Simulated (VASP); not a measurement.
Write the native input for VASP 6.6.1 that does the following.

```
Task                   : single point
Functional             : PBE
Potentials or basis    : VASP PAW PBE potentials, release 64 (Mg, S)
Cutoff                 : 520 eV
k mesh                 : 8 × 8 × 8
Occupations            : gaussian, width 0.02 eV
Spin                   : no spin polarisation
Dipole correction      : no
Further INCAR settings : ALGO = Normal; EDIFF = 1e-07; NBANDS = 11
```

The structure of MgS lies in POSCAR:

```
MgS
1.0
    0.0000000000      2.9123907457      2.9123907457
    2.9123907457      0.0000000000      2.9123907457
    2.9123907457      2.9123907457      0.0000000000
Mg S
1 1
Direct
    0.0000000000      0.0000000000      0.0000000000
    0.7500000000      0.7500000000      0.7500000000
```

This cell differs from its parent crystal: strained.

The input as run:

INCAR

```
SYSTEM = MgS
ALGO = Normal ; EDIFF = 1E-7
ENCUT = 520 ; GGA = PE
ISIF = 2 ; ISMEAR = 0
LASPH = .True. ; LCHARG = .False.
LREAL = .False. ; LWAVE = .False.
NBANDS = 11 ; NELM = 80
PREC = Accurate ; SIGMA = 0.02
```

KPOINTS

```
k-points
0
Gamma
  8 8 8
  0 0 0
```

Potentials or basis: VASP PAW PBE potentials, release 64 (Mg, S).

Command:

```console
$ cat potpaw_PBE.64/Mg/POTCAR potpaw_PBE.64/S/POTCAR > POTCAR
$ mpirun -np 1 vasp_std > vasp.out
```

It gave:

- Pressure: -3.3 GPa
- Band gap on the k mesh: 3.05 eV, direct

Caveat: the cell differs from its parent crystal (strained).

It took 24 s on 1 thread of Intel(R) Xeon(R) Platinum 8259CL CPU @ 2.50GHz (Skylake/Cascade Lake), on a shared host, peak memory 0.17 GiB.
